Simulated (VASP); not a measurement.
# MgS (P6_3mc) in VASP: notebook

The runs below take MgS through single point, relaxation of cell and atoms, with PBEsol+D4, PBEsol, PBEsol+D3(BJ).

Everything below comes from runs of VASP 6.6.1. Logs are shortened: lines on timing, memory, paths and dates and some standing lists are left out, and cuts for length are marked.

### 1 The cell of the first run

Symmetry: P6_3mc, No. 186, hexagonal system. The conventional cell has a = 4.009 Å, b = 4.009 Å, c = 6.375 Å, α = 90.00°, β = 90.00°, γ = 120.00°. S (site symmetry 3m) has 4 Mg at 2.43 to 2.44 Å within 3.2 Å. Within 3.2 Å of Mg (site symmetry 3m) lie 4 S at 2.43 to 2.44 Å.

### 2 Single point, PBEsol+D4

File INCAR:

```
ALGO = Normal ; EDIFF = 1E-7
ENCUT = 520 ; GGA = PS
ISIF = 2 ; ISMEAR = -1
IVDW = 13 ; LASPH = T
LCHARG = F ; LREAL = F
LWAVE = F ; NBANDS = 16
NELM = 80 ; PREC = Accurate
SIGMA = 0.05
```

File KPOINTS:

```
k-points
0
Gamma
  8 8 4
```

File POSCAR:

```
MgS
1.0
    4.0089017453      0.0000000000      0.0000000000
   -2.0044508727      3.4718107527      0.0000000000
    0.0000000000      0.0000000000      6.3750644924
S Mg
2 2
Direct
    0.6666666667      0.3333333333      0.8789509970
    0.3333333333      0.6666666667      0.3789509970
    0.3333333333      0.6666666667      0.9960480030
    0.6666666667      0.3333333333      0.4960480030
```

Potentials or basis: VASP PAW PBE potentials, release 64 (S, Mg).

Run with:

```sh
cat potpaw_PBE.64/S/POTCAR potpaw_PBE.64/Mg/POTCAR > POTCAR
mpirun -np 1 vasp_std > vasp.out
```

OUTCAR:

```text
EDIFF = 1E-7
   ENCUT = 520
   GGA = PS
   ISIF = 2
   ISMEAR = -1
   IVDW = 13
   LASPH = T
   LREAL = F
   NELM = 80
   PREC = Accurate

 ion  position               nearest neighbor table
   1  0.667  0.333  0.879-   3 2.43   3 2.43   3 2.43   4 2.44
   2  0.333  0.667  0.379-   4 2.43   4 2.43   4 2.43   3 2.44
   3  0.333  0.667  0.996-   1 2.43   1 2.43   1 2.43   2 2.44
   4  0.667  0.333  0.496-   2 2.43   2 2.43   2 2.43   1 2.44

  LATTYP: Found a hexagonal cell.
 ALAT       =     4.0089017453
 C/A-ratio  =     1.5902271738

  Lattice vectors:

 A1 = (   4.0089017453,   0.0000000000,   0.0000000000)
 A2 = (  -2.0044508727,   3.4718107527,   0.0000000000)
 A3 = (   0.0000000000,   0.0000000000,   6.3750644924)

Analysis of symmetry for initial positions (statically):
=====================================================================
 Subroutine PRICEL returns:
 Original cell was already a primitive cell.

 Routine SETGRP: Setting up the symmetry group for a
 hexagonal supercell.

 Subroutine GETGRP returns: Found 12 space group operations
 (whereof  6 operations were pure point group operations)
 out of a pool of 24 trial point group operations.

The static configuration has the point symmetry C_3v.
 The point group associated with its full space group is C_6v.

Analysis of symmetry for dynamics (positions and initial velocities):
=====================================================================
 Subroutine PRICEL returns:
 Original cell was already a primitive cell.

 Routine SETGRP: Setting up the symmetry group for a
 hexagonal supercell.

 Subroutine GETGRP returns: Found 12 space group operations
 (whereof  6 operations were pure point group operations)
 out of a pool of 24 trial point group operations.

The dynamic configuration has the point symmetry C_3v.
 The point group associated with its full space group is C_6v.

 Subroutine INISYM returns: Found 12 space group operations
 (whereof  6 operations are pure point group operations),
 and found     1 'primitive' translations

----------------------------------------------------------------------------------------

                                     Primitive cell

  volume of cell :      88.7291

  direct lattice vectors                    reciprocal lattice vectors
     4.008901745  0.000000000  0.000000000     0.249444876  0.144017066  0.000000000
    -2.004450873  3.471810753  0.000000000     0.000000000  0.288034133  0.000000000
     0.000000000  0.000000000  6.375064492     0.000000000  0.000000000  0.156861158

  length of vectors
     4.008901745  4.008901745  6.375064492     0.288034133  0.288034133  0.156861158

  position of ions in fractional coordinates (direct lattice)
     0.666666667  0.333333333  0.878950997
     0.333333333  0.666666667  0.378950997
     0.333333333  0.666666667  0.996048003
     0.666666667  0.333333333  0.496048003

  ion indices of the primitive-cell ions
   primitive index   ion index
                 1           1
                 2           2
                 3           3
                 4           4

----------------------------------------------------------------------------------------

 KPOINTS: k-points

Automatic generation of k-mesh.
 Grid dimensions read from file:
 generate k-points for:    8    8    4

 Generating k-lattice:

  Cartesian coordinates                     Fractional coordinates (reciprocal lattice)
     0.031180610  0.018002133  0.000000000     0.125000000  0.000000000  0.000000000
     0.000000000  0.036004267  0.000000000     0.000000000  0.125000000  0.000000000
     0.000000000  0.000000000  0.039215290     0.000000000  0.000000000  0.250000000

  Length of vectors
     0.036004267  0.036004267  0.039215290

  Shift w.r.t. Gamma in fractional coordinates (k-lattice)
     0.000000000  0.000000000  0.000000000

 Subroutine IBZKPT returns following result:
 ===========================================

 Found     30 irreducible k-points:

 Following reciprocal coordinates:
            Coordinates               Weight
  0.000000  0.000000  0.000000      1.000000
  0.125000  0.000000  0.000000      6.000000
  0.250000  0.000000  0.000000      6.000000
  0.375000  0.000000  0.000000      6.000000
  0.500000  0.000000  0.000000      3.000000
  0.125000  0.125000  0.000000      6.000000
[... 16 lines left out ...]
  0.250000  0.000000  0.500000      6.000000
  0.375000  0.000000  0.500000      6.000000
 [... further k-points ...]
   k-points           NKPTS =     30   k-points in BZ     NKDIM =     30   number of bands    NBANDS=     16
   number of dos      NEDOS =    301   number of ions     NIONS =      4
   total plane-waves  NPLWV =  43200
   dimension x,y,z NGX =    30 NGY =   30 NGZ =   48
   dimension x,y,z NGXF=    60 NGYF=   60 NGZF=   96
   ions per type =               2   2
   NGX,Y,Z   is equivalent  to a cutoff of  12.44, 12.44, 12.52 a.u.
   NGXF,Y,Z  is equivalent  to a cutoff of  24.88, 24.88, 25.03 a.u.
 SYSTEM =  unknown system
   PREC   = accura    normal or accurate (medium, high low for compatibility)
   ISTART =      0    job   : 0-new  1-cont  2-samecut
   ICHARG =      2    charge: 1-file 2-atom 10-const
   ISPIN  =      1    spin polarized calculation?
   LNONCOLLINEAR =      F non collinear calculations
   LSORBIT =      F    spin-orbit coupling
   LASPH  =      T    aspherical Exc in radial PAW
   ENCUT  =  520.0 eV  38.22 Ry    6.18 a.u.   7.45  7.45 11.85*2*pi/ulx,y,z
   NELM   =     80;   NELMIN=  2; NELMDL= -5     # of ELM steps
   EDIFF  = 0.1E-06   stopping-criterion for ELM
   LREAL  =      F    real-space projection
   EDIFFG = 0.1E-05   stopping-criterion for IOM
   NSW    =      0    number of steps for IOM
   IBRION =     -1    ionic relax: 0-MD 1-quasi-New 2-CG
   NFREE  =      0    steps in history (QN), initial steepest desc. (CG)
   ISIF   =      2    stress and relaxation
   ISYM   =      2    0-nonsym 1-usesym 2-fastsym
   POTIM  = 0.5000    time-step for ionic-motion
   TEBEG  =    0.0;   TEEND  =   0.0 temperature during run
   PSTRESS=    0.0 pullay stress
   NELECT =      16.0000    total number of electrons
   NUPDOWN=      -1.0000    fix difference up-down
   EMIN   =  10.00;   EMAX   =-10.00  energy-range for DOS
   EFERMI =   0.00;   METHOD = LEGACY
   ISMEAR =    -1;   SIGMA  =   0.05  broadening in eV -4-tet -1-fermi 0-gaus
   EFERMI_NEDOS =   21; number of points for ismear=-14 and -15
   IALGO  =     38    algorithm
   IMIX   =      4    mixing-type and parameters
     AMIX     =   0.40;   BMIX     =  1.00
     AMIX_MAG =   1.60;   BMIX_MAG =  1.00
  volume/ion in A,a.u.               =      22.18       149.69
  Fermi-wavevector in a.u.,A,eV,Ry     =   0.924896  1.747800 11.638862  0.855432
  Thomas-Fermi vector in A             =   2.050691
   LORBIT       =      0    0 simple, 1 ext, 2 COOP (PROOUT), +10 PAW based schemes
   GGA     = PS    functional components
   LHFCALC =     F    Hartree Fock is set to
   AEXX    =    0.0000 exact exchange contribution
   IVDW    =    13    specifies the selected vdW correction
   LEPSILON=     F    determine dielectric tensor
   LRPA    =     F    only Hartree local field effects (RPA)
 non-spin polarized calculation
  energy-cutoff  :      520.00
  volume of cell :       88.73
 maximum number of plane-waves:      2418
 NGX is ok and might be reduce to    30
   NGX = 15   NGY = 15   NGZ = 23

 number of electron      16.0000003 magnetization

 Free energy of the ion-electron system (eV)
  ---------------------------------------------------
  ext. energy  EPLUGINS =         0.00000000
  ---------------------------------------------------
  free energy    TOTEN  =       -17.86882839 eV

  energy without entropy =      -17.86882839  energy(sigma->0) =      -17.86882839

 E-fermi :   2.3007     XC(G=0):  -8.6539

 val. band max:        1.2770758669   @ k =   0.0000   0.0000   0.0000
 cond. band min:       4.6539089411   @ k =   0.0000   0.0000   0.0000
 fundamental gap:      3.3768330742
 Fermi energy:         2.3007162435

 k-point     1 :       0.0000    0.0000    0.0000
  band No.  band energies     occupation
      1     -10.2135      2.00000
      2      -9.4295      2.00000
      3      -2.0820      2.00000
      4       0.6731      2.00000
      5       0.6731      2.00000
      6       1.1119      2.00000
[... 8 lines left out ...]
     15       9.7515      0.00000
     16      10.3716      0.00000

 k-point     2 :       0.1250    0.0000    0.0000
  band No.  band energies     occupation
      1     -10.1330      2.00000
      2      -9.3902      2.00000
      3      -1.9565      2.00000
      4       0.1859      2.00000
      5       0.5412      2.00000
      6       0.5934      2.00000
[... 8 lines left out ...]
     15       9.7946      0.00000
     16       9.9901      0.00000

 k-point     3 :       0.2500    0.0000    0.0000
  band No.  band energies     occupation
      1      -9.9178      2.00000
      2      -9.3018      2.00000
      3      -1.6059      2.00000
      4      -0.7610      2.00000
      5      -0.2872      2.00000
      6       0.2777      2.00000
[... 8 lines left out ...]
     15       9.9448      0.00000
     16      10.3448      0.00000

 k-point     4 :       0.3750    0.0000    0.0000
  band No.  band energies     occupation
      1      -9.6521      2.00000
      2      -9.2406      2.00000
      3      -1.5785      2.00000
      4      -1.0903      2.00000
      5      -0.9337      2.00000
      6       0.0578      2.00000
[... 8 lines left out ...]
     15      10.0749      0.00000
     16      11.9444      0.00000
[... 324 lines left out ...]
 k-point    22 :       0.1250    0.0000    0.5000
  band No.  band energies     occupation
      1      -9.7914      2.00000
      2      -9.7914      2.00000
      3      -0.7884      2.00000
      4      -0.7884      2.00000
      5       0.6021      2.00000
      6       0.6021      2.00000
[... 8 lines left out ...]
     15       9.2873      0.00000
     16       9.2873      0.00000

 k-point    23 :       0.2500    0.0000    0.5000
  band No.  band energies     occupation
      1      -9.6280      2.00000
      2      -9.6280      2.00000
      3      -1.1742      2.00000
      4      -1.1742      2.00000
      5       0.3310      2.00000
      6       0.3310      2.00000
[... 8 lines left out ...]
     15       9.9644      0.00000
     16       9.9644      0.00000

 k-point    24 :       0.3750    0.0000    0.5000
  band No.  band energies     occupation
      1      -9.4501      2.00000
      2      -9.4501      2.00000
      3      -1.7223      2.00000
      4      -1.7223      2.00000
      5       0.3782      2.00000
      6       0.3782      2.00000
[... 8 lines left out ...]
     15      10.4269      0.00000
     16      10.4269      0.00000

 [... further k-points ...]

------------------------ aborting loop because EDIFF is reached ----------------------------------------

  DFT-D4 for vdW energy calculation

  Edisp (eV):   -0.54106

  FORCE on cell =-STRESS in cart. coord.  units (eV):
  Direction    XX          YY          ZZ          XY          YZ          ZX
  --------------------------------------------------------------------------------------
  -------------------------------------------------------------------------------------
  Total      -0.03957    -0.03957    -0.03299     0.00000    -0.00000     0.00000
  in kB      -0.71447    -0.71447    -0.59578     0.00000    -0.00000     0.00000
  external pressure =       -0.67 kB  Pullay stress =        0.00 kB

 VOLUME and BASIS-vectors are now :
 -----------------------------------------------------------------------------
  energy-cutoff  :      520.00
  volume of cell :       88.73
      direct lattice vectors                 reciprocal lattice vectors
     4.008901745  0.000000000  0.000000000     0.249444876  0.144017066  0.000000000
    -2.004450873  3.471810753  0.000000000     0.000000000  0.288034133  0.000000000
     0.000000000  0.000000000  6.375064492     0.000000000  0.000000000  0.156861158

 POSITION                                       TOTAL-FORCE (eV/Angst)
 -----------------------------------------------------------------------------------
      2.00445      1.15727      5.60337        -0.000000      0.000000     -0.002233
     -0.00000      2.31454      2.41584         0.000000     -0.000000     -0.002233
     -0.00000      2.31454      6.34987         0.000000      0.000000      0.002233
      2.00445      1.15727      3.16234        -0.000000     -0.000000      0.002233
 -----------------------------------------------------------------------------------
    total drift:                                0.000000      0.000000      0.000113

  FREE ENERGIE OF THE ION-ELECTRON SYSTEM (eV)
  ---------------------------------------------------
  free  energy   TOTEN  =       -18.4098903207 eV

  energy  without entropy=      -18.4098903207  energy(sigma->0) =      -18.40989032
```

It took 69 s on 1 thread of Intel Xeon 8259CL, shared host; peak memory 0.21 GiB.

Results:

```
Free energy                : -18.4099 eV
Pressure                   : -0.1 GPa
Band gap on the k mesh     : 3.38 eV
Dispersion energy per atom : -0.135 eV
```

Forces on the atoms (eV/Å):
```
S    0.000  0.000 -0.002
S    0.000  0.000 -0.002
Mg   0.000  0.000  0.002
Mg   0.000  0.000  0.002
```

Caveat: the PAW data sets were made with another functional, which shifts forces and pressure a little.

[end of part 1 of 2]
